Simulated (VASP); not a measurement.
Here is a VASP 6.6.1 calculation.

Contents of INCAR:

```
SYSTEM = WC
  PREC = Accurate
  ENCUT = 600
  EDIFF = 1E-7
  ISMEAR = -1
  SIGMA = 0.15
  LREAL = .FALSE.
  LASPH = .TRUE.
  NELM = 120
  ALGO = Normal
  ISIF = 3
  LWAVE = .FALSE.
  LCHARG = .FALSE.
  GGA = PE
  IBRION = 2
  NSW = 80
  EDIFFG = -0.001
  GGA_COMPAT = .FALSE.
  NELMIN = 4
```

KPOINTS

```
Automatic mesh
0
G
  18 18 14
  0 0 0
```

POSCAR

```
WC
1.0
    2.9218847919      0.0000000000      0.0000000000
   -1.4609423960      2.5304264567      0.0000000000
    0.0000000000      0.0000000000      2.8472479455
W C
1 1
Direct
    0.0000000000      0.0000000000      0.0000000000
    0.6666666667      0.3333333333      0.5000000000
```

Potentials or basis: VASP PAW PBE potentials, release 64 (W_sv, C).

Command:

```bash
$ cat potpaw_PBE.64/W_sv/POTCAR potpaw_PBE.64/C/POTCAR > POTCAR
$ mpirun -np 1 vasp_std > vasp.out
```

Question: Predict the band gap on the k mesh.

Answer: Zero (bands 9 and 10 overlap by 1.20 eV).

Question: Estimate the space group after relaxing (to 0.1 Å).

Answer: P-6m2 (No. 187).

Step by step:
```csv
step,energy change (eV),largest force (eV/Å),pressure (GPa),volume (Å³)
1,0.0000,0.0000,1.00,21.05
2,0.0010,0.0000,-2.58,21.25
3,-0.0002,0.0000,-0.01,21.11
4,-0.0002,0.0000,-0.03,21.11
5,-0.0002,0.0000,0.01,21.11
6,-0.0002,0.0000,-0.01,21.11
```

Caveat: spin-orbit coupling is left out, which moves the levels of the heavy elements.
